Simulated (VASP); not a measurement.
Set up this calculation in VASP 6.6.1, as the native input.

```yaml
Task: relaxation of cell and atoms
Functional: PBE
Potentials_or_basis: VASP PAW PBE potentials, release 64 (Ta_pv, Pb_d)
Cutoff: 600 eV
k_mesh: 16 × 16 × 16
Occupations: gaussian, width 0.1 eV
Spin: no spin polarisation
Dipole_correction: no
Further_INCAR_settings: ALGO = Fast; EDIFF = 1e-06; IBRION = 2; EDIFFG = -0.01; NSW = 100; ISIF = 3
```

The structure of TaPb lies in POSCAR:

```
TaPb
1.0
    0.0000000000      3.2080677763      3.2080677763
    3.2080677763      0.0000000000      3.2080677763
    3.2080677763      3.2080677763      0.0000000000
Ta Pb
1 1
Direct
    0.0000000000      0.0000000000      0.0000000000
    0.7500000000      0.7500000000      0.7500000000
```

The cell was built from a structure type or drawn by symmetry, and may not be a known phase.

The input as run:

INCAR

```
  PREC = Accurate
  ENCUT = 600
  EDIFF = 1E-6
  ISMEAR = 0
  SIGMA = 0.1
  LREAL = False
  LASPH = True
  NELM = 80
  ALGO = Fast
  ISIF = 3
  LWAVE = False
  LCHARG = False
  GGA = PE
  IBRION = 2
  NSW = 100
  EDIFFG = -0.01
```

KPOINTS

```
Automatic mesh
0
Gamma
  16 16 16
```

Potentials or basis: VASP PAW PBE potentials, release 64 (Ta_pv, Pb_d).

Launch:

```sh
$ cat potpaw_PBE.64/Ta_pv/POTCAR potpaw_PBE.64/Pb_d/POTCAR > POTCAR
$ mpirun -np 1 vasp_std > vasp.out
```

It gave:

- Relaxed volume: 33.16 Å³/atom
- Relaxed cell: a = 4.543 Å, b = 4.543 Å, c = 4.543 Å, α = 60.00°, β = 60.00°, γ = 60.00°
- Space group after relaxing (to 0.1 Å): F-43m (No. 216)
- Energy gained by relaxing: 0.1 meV/atom
- Ionic steps: 3
- Pressure after relaxing: 0.0 GPa
- Band gap on the k mesh: zero (an odd number of electrons rules out a gap without spin polarisation)

Caveat: spin-orbit coupling is left out, which moves the levels of the heavy elements.

Wall time 8.5 min on 1 thread of Oxide Virtual Turin-like Processor, on a shared host, peak memory 0.34 GiB.
